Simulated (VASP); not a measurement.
# Si (Cmcm) in VASP: single point with LDA

Aim: the single point of Si with LDA.

Program: VASP 6.6.1. These are calculated values, not measurements. Logs are shortened: lines on timing, memory, paths and dates and some standing lists are left out, and cuts for length are marked.

### 1 The cell of the first run

The structure is orthorhombic, space group Cmcm (No. 63). The conventional cell has a = 3.800 Å, b = 10.642 Å, c = 12.571 Å, α = 90.00°, β = 90.00°, γ = 90.00°. Si (site symmetry m) has 4 Si at 2.32 to 2.36 Å within 3.1 Å. Si (site symmetry m) has 4 Si at 2.33 to 2.36 Å within 3.1 Å. Within 3.1 Å of Si (site symmetry m) lie 4 Si at 2.32 to 2.36 Å.

### 2 Single point, LDA

Input file INCAR:

```
ALGO = Normal ; EDIFF = 1E-7
ENCUT = 520 ; ISIF = 2
ISMEAR = 0 ; LASPH = T
LCHARG = F ; LREAL = F
LWAVE = F ; NBANDS = 36
NELM = 80 ; PREC = Accurate
SIGMA = 0.03
```

Input file KPOINTS:

```
k-points
0
Gamma
  8 8 2
```

Input file POSCAR:

```
Si
1.0
    1.8997799719     -5.3208857962      0.0000000000
    1.8997799719      5.3208857962      0.0000000000
    0.0000000000      0.0000000000     12.5712748169
Si
12
Direct
    0.7570646004      0.2429353996      0.9449782463
    0.2429353996      0.7570646004      0.0550217537
    0.7570646004      0.2429353996      0.5550217537
    0.2429353996      0.7570646004      0.4449782463
    0.4287050011      0.5712949989      0.1572270431
    0.5712949989      0.4287050011      0.8427729569
    0.4287050011      0.5712949989      0.3427729569
    0.5712949989      0.4287050011      0.6572270431
    0.9711043184      0.0288956816      0.9092784553
    0.0288956816      0.9711043184      0.0907215447
    0.9711043184      0.0288956816      0.5907215447
    0.0288956816      0.9711043184      0.4092784553
```

Potentials or basis: VASP PAW LDA potentials, release 64 (Si).

Launch:

```bash
$ cat potpaw_LDA.64/Si/POTCAR > POTCAR
$ mpirun -np 1 vasp_std > vasp.out
```

OUTCAR:

```text
EDIFF = 1E-7
   ENCUT = 520
   ISIF = 2
   ISMEAR = 0
   LASPH = T
   LREAL = F
   NELM = 80
   PREC = Accurate

 ion  position               nearest neighbor table
   1  0.757  0.243  0.945-   9 2.32   2 2.35   2 2.35   6 2.36
   2  0.243  0.757  0.055-  10 2.32   1 2.35   1 2.35   5 2.36
   3  0.757  0.243  0.555-  11 2.32   4 2.35   4 2.35   8 2.36
   4  0.243  0.757  0.445-  12 2.32   3 2.35   3 2.35   7 2.36
   5  0.429  0.571  0.157-   7 2.33  10 2.33  10 2.33   2 2.36
   6  0.571  0.429  0.843-   8 2.33   9 2.33   9 2.33   1 2.36
   7  0.429  0.571  0.343-   5 2.33  12 2.33  12 2.33   4 2.36
   8  0.571  0.429  0.657-   6 2.33  11 2.33  11 2.33   3 2.36
   9  0.971  0.029  0.909-   1 2.32   6 2.33   6 2.33  10 2.36
  10  0.029  0.971  0.091-   2 2.32   5 2.33   5 2.33   9 2.36
  11  0.971  0.029  0.591-   3 2.32   8 2.33   8 2.33  12 2.36
  12  0.029  0.971  0.409-   4 2.32   7 2.33   7 2.33  11 2.36

  LATTYP: Found a base centered orthorhombic cell.
 ALAT       =     3.7995599438
 B/A-ratio  =     2.8007905520
 C/A-ratio  =     3.3086133665

  Lattice vectors:

 A1 = (   1.8997799719,  -5.3208857962,   0.0000000000)
 A2 = (   1.8997799719,   5.3208857962,   0.0000000000)
 A3 = (   0.0000000000,   0.0000000000,  12.5712748169)

Analysis of symmetry for initial positions (statically):
=====================================================================
 Subroutine PRICEL returns:
 Original cell was already a primitive cell.

 Routine SETGRP: Setting up the symmetry group for a
 base centered orthorhombic supercell.

 Subroutine GETGRP returns: Found  8 space group operations
 (whereof  4 operations were pure point group operations)
 out of a pool of  8 trial point group operations.

The static configuration has the point symmetry C_2h.
 The point group associated with its full space group is D_2h.

Analysis of symmetry for dynamics (positions and initial velocities):
=====================================================================
 Subroutine PRICEL returns:
 Original cell was already a primitive cell.

 Routine SETGRP: Setting up the symmetry group for a
 base centered orthorhombic supercell.

 Subroutine GETGRP returns: Found  8 space group operations
 (whereof  4 operations were pure point group operations)
 out of a pool of  8 trial point group operations.

The dynamic configuration has the point symmetry C_2h.
 The point group associated with its full space group is D_2h.

 Subroutine INISYM returns: Found  8 space group operations
 (whereof  4 operations are pure point group operations),
 and found     1 'primitive' translations

----------------------------------------------------------------------------------------

                                     Primitive cell

  volume of cell :     254.1538

  direct lattice vectors                    reciprocal lattice vectors
     1.899779972 -5.320885796  0.000000000     0.263188373 -0.093969316  0.000000000
     1.899779972  5.320885796  0.000000000     0.263188373  0.093969316  0.000000000
     0.000000000  0.000000000 12.571274817     0.000000000  0.000000000  0.079546427

  length of vectors
     5.649866335  5.649866335 12.571274817     0.279460824  0.279460824  0.079546427

  position of ions in fractional coordinates (direct lattice)
     0.757064600  0.242935400  0.944978246
     0.242935400  0.757064600  0.055021754
     0.757064600  0.242935400  0.555021754
     0.242935400  0.757064600  0.444978246
     0.428705001  0.571294999  0.157227043
     0.571294999  0.428705001  0.842772957
     0.428705001  0.571294999  0.342772957
     0.571294999  0.428705001  0.657227043
     0.971104318  0.028895682  0.909278455
     0.028895682  0.971104318  0.090721545
     0.971104318  0.028895682  0.590721545
     0.028895682  0.971104318  0.409278455

  ion indices of the primitive-cell ions
   primitive index   ion index
                 1           1
                 2           2
                 3           3
                 4           4
                 5           5
                 6           6
                 7           7
                 8           8
                 9           9
                10          10
                11          11
                12          12

----------------------------------------------------------------------------------------

 KPOINTS: k-points

Automatic generation of k-mesh.
 Grid dimensions read from file:
 generate k-points for:    8    8    2

 Generating k-lattice:

  Cartesian coordinates                     Fractional coordinates (reciprocal lattice)
     0.032898547 -0.011746165  0.000000000     0.125000000  0.000000000  0.000000000
     0.032898547  0.011746165  0.000000000     0.000000000  0.125000000  0.000000000
     0.000000000  0.000000000  0.039773214     0.000000000  0.000000000  0.500000000

  Length of vectors
     0.034932603  0.034932603  0.039773214

  Shift w.r.t. Gamma in fractional coordinates (k-lattice)
     0.000000000  0.000000000  0.000000000

 Subroutine IBZKPT returns following result:
 ===========================================

 Found     42 irreducible k-points:

 Following reciprocal coordinates:
            Coordinates               Weight
  0.000000  0.000000  0.000000      1.000000
  0.125000 -0.000000  0.000000      4.000000
  0.250000 -0.000000  0.000000      4.000000
  0.375000 -0.000000  0.000000      4.000000
  0.500000 -0.000000  0.000000      2.000000
  0.125000  0.125000  0.000000      2.000000
[... 16 lines left out ...]
  0.125000 -0.000000  0.500000      4.000000
  0.250000 -0.000000  0.500000      4.000000
 [... further k-points ...]
   k-points           NKPTS =     42   k-points in BZ     NKDIM =     42   number of bands    NBANDS=     36
   number of dos      NEDOS =    301   number of ions     NIONS =     12
   total plane-waves  NPLWV = 169344
   dimension x,y,z NGX =    42 NGY =   42 NGZ =   96
   dimension x,y,z NGXF=    84 NGYF=   84 NGZF=  192
   ions per type =              12
   NGX,Y,Z   is equivalent  to a cutoff of  12.36, 12.36, 12.70 a.u.
   NGXF,Y,Z  is equivalent  to a cutoff of  24.72, 24.72, 25.39 a.u.
 SYSTEM =  unknown system
   PREC   = accura    normal or accurate (medium, high low for compatibility)
   ISTART =      0    job   : 0-new  1-cont  2-samecut
   ICHARG =      2    charge: 1-file 2-atom 10-const
   ISPIN  =      1    spin polarized calculation?
   LNONCOLLINEAR =      F non collinear calculations
   LSORBIT =      F    spin-orbit coupling
   LASPH  =      T    aspherical Exc in radial PAW
   ENCUT  =  520.0 eV  38.22 Ry    6.18 a.u.  10.51 10.51 23.37*2*pi/ulx,y,z
   NELM   =     80;   NELMIN=  2; NELMDL= -5     # of ELM steps
   EDIFF  = 0.1E-06   stopping-criterion for ELM
   LREAL  =      F    real-space projection
   EDIFFG = 0.1E-05   stopping-criterion for IOM
   NSW    =      0    number of steps for IOM
   IBRION =     -1    ionic relax: 0-MD 1-quasi-New 2-CG
   NFREE  =      0    steps in history (QN), initial steepest desc. (CG)
   ISIF   =      2    stress and relaxation
   ISYM   =      2    0-nonsym 1-usesym 2-fastsym
   POTIM  = 0.5000    time-step for ionic-motion
   TEBEG  =    0.0;   TEEND  =   0.0 temperature during run
   PSTRESS=    0.0 pullay stress
   NELECT =      48.0000    total number of electrons
   NUPDOWN=      -1.0000    fix difference up-down
   EMIN   =  10.00;   EMAX   =-10.00  energy-range for DOS
   EFERMI =   0.00;   METHOD = LEGACY
   ISMEAR =     0;   SIGMA  =   0.03  broadening in eV -4-tet -1-fermi 0-gaus
   EFERMI_NEDOS =   21; number of points for ismear=-14 and -15
   IALGO  =     38    algorithm
   IMIX   =      4    mixing-type and parameters
     AMIX     =   0.40;   BMIX     =  1.00
     AMIX_MAG =   1.60;   BMIX_MAG =  1.00
  volume/ion in A,a.u.               =      21.18       142.93
  Fermi-wavevector in a.u.,A,eV,Ry     =   0.939268  1.774960 12.003402  0.882225
  Thomas-Fermi vector in A             =   2.066564
   LORBIT       =      0    0 simple, 1 ext, 2 COOP (PROOUT), +10 PAW based schemes
   GGA     = CA    functional components
   LHFCALC =     F    Hartree Fock is set to
   AEXX    =    0.0000 exact exchange contribution
   IVDW    =     0    specifies the selected vdW correction
   LEPSILON=     F    determine dielectric tensor
   LRPA    =     F    only Hartree local field effects (RPA)
 non-spin polarized calculation
 Gauss-broadening in eV      SIGMA  =   0.03
  energy-cutoff  :      520.00
  volume of cell :      254.15
 maximum number of plane-waves:      6880
   NGX = 21   NGY = 21   NGZ = 47

 number of electron      48.0000002 magnetization

 Free energy of the ion-electron system (eV)
  ---------------------------------------------------
  ext. energy  EPLUGINS =         0.00000000
  ---------------------------------------------------
  free energy    TOTEN  =       -70.32517495 eV

  energy without entropy =      -70.32517495  energy(sigma->0) =      -70.32517495

 E-fermi :   5.4228     XC(G=0):  -9.2317

 val. band max:        5.2893845046   @ k =   0.5000   0.5000   0.0000
 cond. band min:       5.6637679727   @ k =  -0.3750   0.3750   0.0000
 fundamental gap:      0.3743834680
 Fermi energy:         5.4228183718

 k-point     1 :       0.0000    0.0000    0.0000
  band No.  band energies     occupation
      1      -6.9583      2.00000
      2      -6.6174      2.00000
      3      -5.3715      2.00000
      4      -4.0149      2.00000
      5      -3.4888      2.00000
      6      -2.6792      2.00000
[... 28 lines left out ...]
     35       8.9023      0.00000
     36       9.4773      0.00000
[... 866 lines left out ...]
      6      -2.7918      2.00000
[... 28 lines left out ...]
     35       9.5066      0.00000
     36       9.5066      0.00000

 [... further k-points ...]

------------------------ aborting loop because EDIFF is reached ----------------------------------------

  FORCE on cell =-STRESS in cart. coord.  units (eV):
  Direction    XX          YY          ZZ          XY          YZ          ZX
  --------------------------------------------------------------------------------------
  -------------------------------------------------------------------------------------
  Total        0.1071647      0.0145949      0.0949495      0.0000000      0.0000000      0.0000000
  in kB        0.6755632      0.0920060      0.5985585      0.0000000      0.0000000      0.0000000
  external PRESSURE =       0.4553759 kB  Pullay stress =       0.0000000 kB

 VOLUME and BASIS-vectors are now :
 -----------------------------------------------------------------------------
  energy-cutoff  :      520.00
  volume of cell :      254.15
      direct lattice vectors                 reciprocal lattice vectors
     1.899779972 -5.320885796  0.000000000     0.263188373 -0.093969316  0.000000000
     1.899779972  5.320885796  0.000000000     0.263188373  0.093969316  0.000000000
     0.000000000  0.000000000 12.571274817     0.000000000  0.000000000  0.079546427

 POSITION                                       TOTAL-FORCE (eV/Angst)
 -----------------------------------------------------------------------------------
      1.89978     -2.73562     11.87958         0.000000      0.000756     -0.000735
      1.89978      2.73562      0.69169         0.000000     -0.000756      0.000735
      1.89978     -2.73562      6.97733         0.000000      0.000756      0.000735
      1.89978      2.73562      5.59394         0.000000     -0.000756     -0.000735
      1.89978      0.75871      1.97654         0.000000     -0.001336     -0.002036
      1.89978     -0.75871     10.59473         0.000000      0.001336      0.002036
      1.89978      0.75871      4.30909         0.000000     -0.001336      0.002036
      1.89978     -0.75871      8.26218         0.000000      0.001336     -0.002036
      1.89978     -5.01338     11.43079         0.000000     -0.002936     -0.003530
      1.89978      5.01338      1.14049         0.000000      0.002936      0.003530
      1.89978     -5.01338      7.42612         0.000000     -0.002936      0.003530
      1.89978      5.01338      5.14515         0.000000      0.002936     -0.003530
 -----------------------------------------------------------------------------------
    total drift:                                0.000000      0.000000      0.000000

  FREE ENERGIE OF THE ION-ELECTRON SYSTEM (eV)
  ---------------------------------------------------
  free  energy   TOTEN  =       -70.3251749499 eV

  energy  without entropy=      -70.3251749499  energy(sigma->0) =      -70.32517495
```

Run time: 8 min. Hardware: 1 thread of Oxide Virtual Turin-like, shared host; peak memory 0.42 GiB.

What came out:

- Free energy: -70.3252 eV
- Pressure: 0.0 GPa
- Largest force: 0.005 eV/Å
- Band gap on the k mesh: 0.37 eV (least direct gap 0.47 eV)

Forces on the atoms (eV/Å):
```
Si   0.000  0.001 -0.001
Si   0.000 -0.001  0.001
Si   0.000  0.001  0.001
Si   0.000 -0.001 -0.001
Si   0.000 -0.001 -0.002
Si   0.000  0.001  0.002
Si   0.000 -0.001  0.002
Si   0.000  0.001 -0.002
Si   0.000 -0.003 -0.004
Si   0.000  0.003  0.004
Si   0.000 -0.003  0.004
Si   0.000  0.003 -0.004
```

Caveat: semilocal functionals underestimate gaps, and a narrow one can read as zero. A k mesh can miss the band edges.
